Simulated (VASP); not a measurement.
# Ir (Fm-3m) in VASP: a series of runs

Ir is run at these levels: PBE; tasks: single point.

All numbers are computed with VASP 6.6.1; they aren't measurements. Logs are shortened: lines on timing, memory, paths and dates and some standing lists are left out, and cuts for length are marked.

### Step 1. The cell of the first run

It takes space group Fm-3m (No. 225, cubic). The conventional cell has a = 3.925 Å, b = 3.925 Å, c = 3.925 Å, α = 90.00°, β = 90.00°, γ = 90.00°. Ir (site symmetry m-3m) has 12 Ir at 2.78 Å within 3.7 Å.

### Step 2. Single point, PBE (15.12 Å³/atom)

INCAR reads:

```
  PREC = Accurate
  ENCUT = 520
  EDIFF = 1E-7
  ISMEAR = 0
  SIGMA = 0.05
  LREAL = F
  LASPH = T
  NELM = 60
  ALGO = Fast
  ISIF = 2
  LWAVE = F
  LCHARG = F
  GGA = PE
  NBANDS = 10
```

KPOINTS reads:

```
regular mesh
0
Gamma
  8 8 8
```

POSCAR reads:

```
Ir
1.0
    0.0000000000      1.9626288676      1.9626288676
    1.9626288676      0.0000000000      1.9626288676
    1.9626288676      1.9626288676      0.0000000000
Ir
1
Direct
    0.0000000000      0.0000000000      0.0000000000
```

Potentials or basis: VASP PAW PBE potentials, release 64 (Ir).

Started as:

```bash
cat potpaw_PBE.64/Ir/POTCAR > POTCAR
mpirun -np 1 vasp_std > vasp.out
```

OUTCAR:

```text
PREC = Accurate
   ENCUT = 520
   EDIFF = 1E-7
   ISMEAR = 0
   LREAL = F
   LASPH = T
   NELM = 60
   ISIF = 2
   GGA = PE

 ion  position               nearest neighbor table
   1  0.000  0.000  0.000-

  LATTYP: Found a face centered cubic cell.
 ALAT       =     3.9252577352

  Lattice vectors:

 A1 = (   0.0000000000,   1.9626288676,   1.9626288676)
 A2 = (   1.9626288676,   0.0000000000,   1.9626288676)
 A3 = (   1.9626288676,   1.9626288676,   0.0000000000)

Analysis of symmetry for initial positions (statically):
=====================================================================
 Subroutine PRICEL returns:
 Original cell was already a primitive cell.

 Routine SETGRP: Setting up the symmetry group for a
 face centered cubic supercell.

 Subroutine GETGRP returns: Found 48 space group operations
 (whereof 48 operations were pure point group operations)
 out of a pool of 48 trial point group operations.

The static configuration has the point symmetry O_h .

Analysis of symmetry for dynamics (positions and initial velocities):
=====================================================================
 Subroutine PRICEL returns:
 Original cell was already a primitive cell.

 Routine SETGRP: Setting up the symmetry group for a
 face centered cubic supercell.

 Subroutine GETGRP returns: Found 48 space group operations
 (whereof 48 operations were pure point group operations)
 out of a pool of 48 trial point group operations.

The dynamic configuration has the point symmetry O_h .

 Subroutine INISYM returns: Found 48 space group operations
 (whereof 48 operations are pure point group operations),
 and found     1 'primitive' translations

----------------------------------------------------------------------------------------

                                     Primitive cell

  volume of cell :      15.1197

  direct lattice vectors                    reciprocal lattice vectors
     0.000000000  1.962628868  1.962628868    -0.254760341  0.254760341  0.254760341
     1.962628868  0.000000000  1.962628868     0.254760341 -0.254760341  0.254760341
     1.962628868  1.962628868  0.000000000     0.254760341  0.254760341 -0.254760341

  length of vectors
     2.775576362  2.775576362  2.775576362     0.441257855  0.441257855  0.441257855

  position of ions in fractional coordinates (direct lattice)
     0.000000000  0.000000000  0.000000000

  ion indices of the primitive-cell ions
   primitive index   ion index
                 1           1

----------------------------------------------------------------------------------------

 KPOINTS: regular mesh

Automatic generation of k-mesh.
 Grid dimensions read from file:
 generate k-points for:    8    8    8

 Generating k-lattice:

  Cartesian coordinates                     Fractional coordinates (reciprocal lattice)
    -0.031845043  0.031845043  0.031845043     0.125000000  0.000000000  0.000000000
     0.031845043 -0.031845043  0.031845043     0.000000000  0.125000000  0.000000000
     0.031845043  0.031845043 -0.031845043     0.000000000  0.000000000  0.125000000

  Length of vectors
     0.055157232  0.055157232  0.055157232

  Shift w.r.t. Gamma in fractional coordinates (k-lattice)
     0.000000000  0.000000000  0.000000000

 Subroutine IBZKPT returns following result:
 ===========================================

 Found     29 irreducible k-points:

 Following reciprocal coordinates:
            Coordinates               Weight
  0.000000  0.000000  0.000000      1.000000
  0.125000  0.000000  0.000000      8.000000
  0.250000  0.000000  0.000000      8.000000
  0.375000  0.000000  0.000000      8.000000
  0.500000  0.000000  0.000000      4.000000
  0.125000  0.125000  0.000000      6.000000
[... 16 lines left out ...]
  0.500000  0.250000  0.125000     48.000000
 -0.375000  0.250000  0.125000     24.000000
 [... further k-points ...]
   k-points           NKPTS =     29   k-points in BZ     NKDIM =     29   number of bands    NBANDS=     10
   number of dos      NEDOS =    301   number of ions     NIONS =      1
   total plane-waves  NPLWV =  13824
   dimension x,y,z NGX =    24 NGY =   24 NGZ =   24
   dimension x,y,z NGXF=    48 NGYF=   48 NGZF=   48
   ions per type =               1
   NGX,Y,Z   is equivalent  to a cutoff of  14.38, 14.38, 14.38 a.u.
   NGXF,Y,Z  is equivalent  to a cutoff of  28.75, 28.75, 28.75 a.u.
 SYSTEM =  unknown system
   PREC   = accura    normal or accurate (medium, high low for compatibility)
   ISTART =      0    job   : 0-new  1-cont  2-samecut
   ICHARG =      2    charge: 1-file 2-atom 10-const
   ISPIN  =      1    spin polarized calculation?
   LNONCOLLINEAR =      F non collinear calculations
   LSORBIT =      F    spin-orbit coupling
   LASPH  =      T    aspherical Exc in radial PAW
   ENCUT  =  520.0 eV  38.22 Ry    6.18 a.u.   5.16  5.16  5.16*2*pi/ulx,y,z
   NELM   =     60;   NELMIN=  2; NELMDL= -5     # of ELM steps
   EDIFF  = 0.1E-06   stopping-criterion for ELM
   LREAL  =      F    real-space projection
   EDIFFG = 0.1E-05   stopping-criterion for IOM
   NSW    =      0    number of steps for IOM
   IBRION =     -1    ionic relax: 0-MD 1-quasi-New 2-CG
   NFREE  =      0    steps in history (QN), initial steepest desc. (CG)
   ISIF   =      2    stress and relaxation
   ISYM   =      2    0-nonsym 1-usesym 2-fastsym
   POTIM  = 0.5000    time-step for ionic-motion
   TEBEG  =    0.0;   TEEND  =   0.0 temperature during run
   PSTRESS=    0.0 pullay stress
   NELECT =       9.0000    total number of electrons
   NUPDOWN=      -1.0000    fix difference up-down
   EMIN   =  10.00;   EMAX   =-10.00  energy-range for DOS
   EFERMI =   0.00;   METHOD = LEGACY
   ISMEAR =     0;   SIGMA  =   0.05  broadening in eV -4-tet -1-fermi 0-gaus
   EFERMI_NEDOS =   21; number of points for ismear=-14 and -15
   IALGO  =     68    algorithm
   IMIX   =      4    mixing-type and parameters
     AMIX     =   0.40;   BMIX     =  1.00
     AMIX_MAG =   1.60;   BMIX_MAG =  1.00
  volume/ion in A,a.u.               =      15.12       102.03
  Fermi-wavevector in a.u.,A,eV,Ry     =   1.377128  2.602394 25.803179  1.896480
  Thomas-Fermi vector in A             =   2.502309
   LORBIT       =      0    0 simple, 1 ext, 2 COOP (PROOUT), +10 PAW based schemes
   GGA     = PE    functional components
   LHFCALC =     F    Hartree Fock is set to
   AEXX    =    0.0000 exact exchange contribution
   IVDW    =     0    specifies the selected vdW correction
   LEPSILON=     F    determine dielectric tensor
   LRPA    =     F    only Hartree local field effects (RPA)
 non-spin polarized calculation
 RMM-DIIS sequential band-by-band and
 Gauss-broadening in eV      SIGMA  =   0.05
  energy-cutoff  :      520.00
  volume of cell :       15.12
 maximum number of plane-waves:       416
 NGX is ok and might be reduce to    24
   NGX = 11   NGY = 11   NGZ = 11

 number of electron       9.0000001 magnetization

 Free energy of the ion-electron system (eV)
  ---------------------------------------------------
  ext. energy  EPLUGINS =         0.00000000
  ---------------------------------------------------
  free energy    TOTEN  =        -8.75846721 eV

  energy without entropy =       -8.75636791  energy(sigma->0) =       -8.75741756

 E-fermi :   9.3357     XC(G=0): -13.5934

 val. band max:        9.2911786453   @ k =  -0.3750   0.1250   0.0000
 cond. band min:       9.3506607051   @ k =  -0.3750   0.2500   0.0000
 fundamental gap:      0.0594820598
 Fermi energy:         9.3356554512

 k-point     1 :       0.0000    0.0000    0.0000
  band No.  band energies     occupation
      1      -1.1284      2.00000
      2       5.7792      2.00000
      3       5.7792      2.00000
      4       5.7792      2.00000
      5       8.2076      2.00000
      6       8.2076      2.00000
      7      23.7101      0.00000
      8      28.9278      0.00000
      9      28.9278      0.00000
     10      28.9278      0.00000

 k-point     2 :       0.1250    0.0000    0.0000
  band No.  band energies     occupation
      1      -0.5000      2.00000
      2       5.4933      2.00000
      3       6.0198      2.00000
      4       6.0198      2.00000
      5       8.0853      2.00000
      6       8.0853      2.00000
      7      24.6975      0.00000
      8      26.3765      0.00000
      9      29.9244      0.00000
     10      29.9244      0.00000

 k-point     3 :       0.2500    0.0000    0.0000
  band No.  band energies     occupation
      1       0.9721      2.00000
      2       5.3071      2.00000
      3       6.1879      2.00000
      4       6.1879      2.00000
      5       8.3816      2.00000
      6       8.3816      2.00000
      7      22.7554      0.00000
      8      25.7189      0.00000
      9      32.1866      0.00000
     10      32.2004      0.00000

 k-point     4 :       0.3750    0.0000    0.0000
  band No.  band energies     occupation
      1       1.8095      2.00000
      2       5.8752      2.00000
      3       5.8752      2.00000
      4       6.8533      2.00000
      5       9.4625      0.00033
      6       9.4625      0.00033
      7      18.6130      0.00000
      8      24.0371      0.00000
      9      29.9985      0.00000
     10      29.9985      0.00000
[... 222 lines left out ...]
 k-point    22 :       0.3750    0.2500    0.1250
  band No.  band energies     occupation
      1       2.2935      2.00000
      2       4.2874      2.00000
      3       5.7232      2.00000
      4       7.6084      2.00000
      5       7.6724      2.00000
      6       9.9877      0.00000
      7      23.0661      0.00000
      8      25.4631      0.00000
      9      27.3733      0.00000
     10      29.5390      0.00000

 k-point    23 :       0.5000    0.2500    0.1250
  band No.  band energies     occupation
      1       3.1931      2.00000
      2       4.7833      2.00000
      3       5.1235      2.00000
      4       7.2601      2.00000
      5       9.1532      2.00000
      6      11.8903      0.00000
      7      18.9745      0.00000
      8      24.0566      0.00000
      9      25.6691      0.00000
     10      30.0109      0.00000

 k-point    24 :      -0.3750    0.2500    0.1250
  band No.  band energies     occupation
      1       3.2369      2.00000
      2       4.5847      2.00000
      3       6.0144      2.00000
      4       6.9764      2.00000
      5       9.7986      0.00000
      6      14.1561      0.00000
      7      15.4273      0.00000
      8      24.4052      0.00000
      9      24.5883      0.00000
     10      28.5713      0.00000

 [... further k-points ...]

------------------------ aborting loop because EDIFF is reached ----------------------------------------

  FORCE on cell =-STRESS in cart. coord.  units (eV):
  Direction    XX          YY          ZZ          XY          YZ          ZX
  --------------------------------------------------------------------------------------
  -------------------------------------------------------------------------------------
  Total       -1.0972248     -1.0972248     -1.0972248      0.0000000      0.0000000      0.0000000
  in kB     -116.2683844   -116.2683844   -116.2683844      0.0000000      0.0000000      0.0000000
  external PRESSURE =    -116.2683844 kB  Pullay stress =       0.0000000 kB

 VOLUME and BASIS-vectors are now :
 -----------------------------------------------------------------------------
  energy-cutoff  :      520.00
  volume of cell :       15.12
      direct lattice vectors                 reciprocal lattice vectors
     0.000000000  1.962628868  1.962628868    -0.254760341  0.254760341  0.254760341
     1.962628868  0.000000000  1.962628868     0.254760341 -0.254760341  0.254760341
     1.962628868  1.962628868  0.000000000     0.254760341  0.254760341 -0.254760341

 POSITION                                       TOTAL-FORCE (eV/Angst)
 -----------------------------------------------------------------------------------
      0.00000      0.00000      0.00000         0.000000      0.000000     -0.000000
 -----------------------------------------------------------------------------------
    total drift:                               -0.000000      0.000000      0.000000

  FREE ENERGIE OF THE ION-ELECTRON SYSTEM (eV)
  ---------------------------------------------------
  free  energy   TOTEN  =        -8.7584672141 eV

  energy  without entropy=       -8.7563679058  energy(sigma->0) =       -8.75741756
```

Wall time 16 s (1 thread of AMD EPYC 7R13, shared host); peak memory 0.11 GiB.

What came out:

* Free energy: -8.7585 eV
* Pressure: -11.6 GPa
* Band gap on the k mesh: zero (an odd number of electrons rules out a gap without spin polarisation)

Caveat: the cell stands under tension; spin-orbit coupling is left out, which moves the levels of the heavy elements.

### Step 3. Single point, PBE (14.56 Å³/atom)

This run uses another cell than the first one, of 14.56 Å³/atom.

INCAR reads:

```
SYSTEM = Ir
ALGO = Normal
EDIFF = 1E-6
ENCUT = 520
GGA = PE
ISIF = 2
ISMEAR = 0
LASPH = .TRUE.
LCHARG = .FALSE.
LREAL = .FALSE.
LWAVE = .FALSE.
NBANDS = 10
NELM = 60
PREC = Accurate
SIGMA = 0.05
```

KPOINTS reads:

```
k-points
0
G
  8 8 8
  0 0 0
```

POSCAR reads:

```
Ir
1.0
    0.0000000000      1.9379620156      1.9379620156
    1.9379620156      0.0000000000      1.9379620156
    1.9379620156      1.9379620156      0.0000000000
Ir
1
Direct
    0.0000000000      0.0000000000      0.0000000000
```

Potentials or basis: VASP PAW PBE potentials, release 64 (Ir).

Started as:

```bash
cat potpaw_PBE.64/Ir/POTCAR > POTCAR
mpirun -np 1 vasp_std > vasp.out
```

It took 6.5 s on 1 thread of AMD EPYC 7R13, shared host; peak memory 0.1 GiB.

Results (log left out):

```yaml
Free_energy: -8.7788 eV
Pressure: 0.4 GPa
Band_gap_on_the_k_mesh: zero (an odd number of electrons rules out a gap without spin polarisation)
```

Levels at points of the mesh, in eV from the Fermi level:
```csv
k point,band 1,band 2,band 3,band 4,band 5,band 6,band 7,band 8,band 9
"(0.00, 0.00, 0.00)",-10.87,-3.77,-3.77,-3.77,-1.19,-1.19,14.31,19.75,19.75
"(0.50, 0.00, 0.00)",-7.86,-3.86,-3.86,-0.74,0.80,0.80,6.92,13.86,19.49
"(0.50, 0.50, 0.00)",-7.63,-7.09,0.77,1.34,1.34,1.64,10.08,11.52,11.52
```

Caveat: spin-orbit coupling is left out, which moves the levels of the heavy elements.
